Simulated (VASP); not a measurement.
Input of a VASP 6.6.1 run:

POSCAR

```
Zn6Mo
1.0
    6.3262268934     -0.7376929880      0.5127801490
   -0.7142674697      6.6315154524     -0.3317174336
    0.5515350932     -0.3884067875      5.0742921175
Zn Mo
12 2
Direct
    0.8085408602      0.3293079821      0.2518513009
    0.5778912372      0.6314660423      0.2348979465
    0.6234325574     -0.0000978518      0.5172489888
    0.2361988493      0.0151294371      0.7871495639
    0.2205869916      0.3720975697      0.0890793452
    0.6396284573      0.3595940672      0.8392770137
    0.7440254723      0.9655273205      0.9631930329
    0.0430670185      0.3457058698      0.6390254887
    1.0537496843      0.0323692420      0.2822366233
    0.2371723730      0.7464706250      0.3766006297
    0.8420272979      0.6976842976      0.5449763593
    0.4089122902      0.2809267816      0.4598562715
    0.4032322958      0.6668372741      0.7957275204
    1.0118398584      0.6704256759      0.9730644147
```

File INCAR.step1:

```
  ALGO = Normal
  EDIFF = 1E-5
  ENCUT = 440
  GGA = PE
  GGA_COMPAT = F
  ISMEAR = 0
  ISYM = 0
  LASPH = T
  LCHARG = F
  LREAL = F
  LWAVE = T
  NBANDS = 99
  NELM = 120
  PREC = Accurate
  SIGMA = 0.1
```

File INCAR.step2:

```
  ALGO = Normal
  EDIFF = 1E-6
  ENCUT = 440
  GGA_COMPAT = F
  ISIF = 2
  ISMEAR = 0
  ISTART = 1
  ISYM = 0
  LASPH = T
  LCHARG = T
  LELF = T
  LMIXTAU = T
  LREAL = F
  LVHAR = T
  LWAVE = F
  METAGGA = R2SCAN
  NBANDS = 99
  NELM = 120
  PREC = Accurate
  SIGMA = 0.1
```

File KPOINTS:

```
Automatic mesh
0
Gamma
  2 2 2
  0.5 0.5 0.5
```

Potentials or basis: VASP PAW PBE potentials, release 64 (Zn, Mo_sv).

Launch:

```console
$ cat potpaw_PBE.64/Zn/POTCAR potpaw_PBE.64/Mo_sv/POTCAR > POTCAR
$ cp INCAR.step1 INCAR
$ mpirun -np 1 vasp_std > vasp.out
$ cp INCAR.step2 INCAR
$ mpirun -np 1 vasp_std > vasp.out
```

Question: Predict the largest force.

Answer: 0.042 eV/Å.

Question: Predict the band gap on the k mesh.

Answer: 0.23 eV, indirect (least direct gap 0.52 eV).

Question: What does it give for the pressure?

Answer: 0.2 GPa.

Stress tensor (GPa, compression positive):
```
 0.19 -0.01  0.03
-0.01  0.21 -0.01
 0.03 -0.01  0.11
```

Caveat: the k points lie up to 0.63 Å⁻¹ apart; the PAW data sets were made with another functional, which shifts forces and pressure a little.
